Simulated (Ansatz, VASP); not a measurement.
**CdF2 in VASP and in Ansatz**

```xyz
3
Lattice="0.0000 2.7222 2.7222 2.7222 0.0000 2.7222 2.7222 2.7222 0.0000" Properties=species:S:1:pos:R:3 pbc="T T T"
Cd    0.0000    0.0000    0.0000
F     1.3611    1.3611    1.3611
F     4.0834    4.0834    4.0834
```

Alike in both runs: task single point; functional PBE; dispersion D3(BJ); k mesh 8 × 8 × 8; occupations gaussian, width 0.02 eV; no spin polarisation.

|  | VASP | Ansatz |
| --- | --- | --- |
| version | VASP 6.6.1 | Ansatz 0.2.0 |
| potentials or method | VASP PAW PBE potentials, release 64 (Cd, F), cutoff 520 eV | scalar-relativistic, plane waves, PAW |
| valence electrons in the cell | 26 | 34 |

VASP gave:

| Item | Value |
| --- | --- |
| gap on the k mesh at the Fermi level (eV) | 2.96 |
| least direct gap on the mesh (eV) | 3.49 |

Question: Which values does Ansatz return?

Answer: gap on the k mesh at the Fermi level (eV): 2.99; least direct gap on the mesh (eV): 3.52.

VASP's potentials hold 26 valence electrons a cell and Ansatz's 34, so a difference there can come from the potentials and not from the codes.
